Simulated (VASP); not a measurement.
A run of VASP 6.6.1 is set up as follows.

INCAR

```
SYSTEM = MnO
  PREC = Accurate
  ENCUT = 520
  EDIFF = 1E-6
  ISMEAR = -1
  SIGMA = 0.03
  LREAL = .False.
  LASPH = .True.
  NELM = 150
  ALGO = Normal
  ISIF = 2
  LWAVE = .False.
  LCHARG = .False.
  ISPIN = 2
  MAGMOM = 0.45 0
  LORBIT = 11
  LMAXMIX = 4
  GGA = PS
  NBANDS = 20
```

KPOINTS

```
Automatic mesh
0
Gamma
  7 7 7
  0 0 0
```

POSCAR

```
MnO
1.0
    0.0000000000      2.2220000000      2.2220000000
    2.2220000000      0.0000000000      2.2220000000
    2.2220000000      2.2220000000      0.0000000000
Mn O
1 1
Direct
    0.0000000000      0.0000000000      0.0000000000
    0.5000000000      0.5000000000      0.5000000000
```

Potentials or basis: VASP PAW PBE potentials, release 64 (Mn_pv, O).

The run is started by

```bash
$ cat potpaw_PBE.64/Mn_pv/POTCAR potpaw_PBE.64/O/POTCAR > POTCAR
$ mpirun -np 1 vasp_std > vasp.out
```

**Question.** What does it give for the pressure?

**Answer.** -7.9 GPa.

**Question.** Predict the site moments.

**Answer.** Mn +4.27; O +0.18 μB.

**Question.** What does it give for the net moment?

**Answer.** 4.69 μB per cell.

Caveat: the PAW data sets were made with another functional, which shifts forces and pressure a little; a cell with one magnetic atom can't hold antiferromagnetic order, which such compounds often take.
